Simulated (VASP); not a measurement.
A run of VASP 6.6.1 is set up as follows.

INCAR

```
SYSTEM = V
  PREC = Accurate
  ENCUT = 520
  EDIFF = 1E-7
  ISMEAR = -1
  SIGMA = 0.1
  LREAL = .False.
  LASPH = .True.
  NELM = 100
  ALGO = Normal
  ISIF = 2
  LWAVE = .False.
  LCHARG = .False.
  GGA = PS
  NBANDS = 20
```

Contents of KPOINTS:

```
regular mesh
0
Gamma
  23 23 11
  0 0 0
```

The input POSCAR:

```
V
1.0
    2.5763747747      0.0000000000      0.0000000000
   -1.2881873874      2.2312060046      0.0000000000
    0.0000000000      0.0000000000      4.6406751944
V
2
Direct
    0.3333333333      0.6666666667      0.2500000000
    0.6666666667      0.3333333333      0.7500000000
```

Potentials or basis: VASP PAW PBE potentials, release 64 (V_sv).

Run with:

```sh
$ cat potpaw_PBE.64/V_sv/POTCAR > POTCAR
$ mpirun -np 1 vasp_std > vasp.out
```

**Question.** Estimate the pressure.

**Answer.** 0.2 GPa.

**Question.** What does it give for the band gap on the k mesh?

**Answer.** Zero (bands 13 and 14 overlap by 2.00 eV).

Caveat: the PAW data sets were made with another functional, which shifts forces and pressure a little.
